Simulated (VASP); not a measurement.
Here is a VASP 6.6.1 calculation.

File INCAR:

```
SYSTEM = Sc
PREC = Accurate ; ENCUT = 520
EDIFF = 1E-6 ; ISMEAR = 0
SIGMA = 0.05 ; LREAL = .False.
LASPH = .True. ; NELM = 80
ALGO = Normal ; ISIF = 2
LWAVE = .False. ; LCHARG = .False.
GGA = PE ; NBANDS = 12
```

Contents of KPOINTS:

```
regular mesh
0
Gamma
  14 14 14
  0 0 0
```

POSCAR

```
Sc
1.0
   -1.8790000000      1.8790000000      2.3805000000
    1.8790000000     -1.8790000000      2.3805000000
    1.8790000000      1.8790000000     -2.3805000000
Sc
1
Direct
    0.0000000000      0.0000000000      0.0000000000
```

Potentials or basis: VASP PAW PBE potentials, release 64 (Sc_sv).

Run with:

```bash
$ cat potpaw_PBE.64/Sc_sv/POTCAR > POTCAR
$ mpirun -np 1 vasp_std > vasp.out
```

**Question.** What does it give for the pressure?

**Answer.** -9.5 GPa.

**Question.** Predict the band gap on the k mesh.

**Answer.** Zero (an odd number of electrons rules out a gap without spin polarisation).

Stress tensor (GPa, compression positive):
```
-10.07   0.00   0.00
  0.00 -10.07   0.00
  0.00   0.00  -8.49
```

Caveat: the cell stands under tension.
